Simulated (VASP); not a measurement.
Crystal: MnS.

```
Mn S
1.0
     1.83000    1.05655    2.97092
    -1.83000    1.05655    2.97092
     0.00000   -2.11310    2.97092
Mn S
1 1
Direct
  0.00000 0.00000 0.00000
  0.50000 0.50000 0.50000
```

Base run:

- Program: VASP 6.6.1
- Functional: PBE
- Potentials or basis: VASP PAW PBE potentials, release 64 (Mn_sv, S)
- Cutoff: 600 eV
- k mesh: 8 × 8 × 8
- Occupations: fermi-dirac, width 0.05 eV
- Spin: collinear spin, ferromagnetic start
- Starting moments: [6.0, 0.0] μB
- Fixed moment: 6 μB

Its results: pressure 14.6 GPa; site moments Mn +4.35; S +0.47 μB.

Question: The run is repeated on the same cell with these changes: fixed moment from 6 μB to 1 μB; moments at the start from [6.0, 0.0] to [1.0, 0.0]. What comes out?

Answer: Pressure -17.9 GPa; site moments Mn +0.98; S +0.00 μB.

Caveats: the total moment is fixed, so each spin has its own Fermi level; a cell with one magnetic atom can't hold antiferromagnetic order, which such compounds often take; the cell stands under pressure (at least some runs); the cell stands under tension (at least some runs).
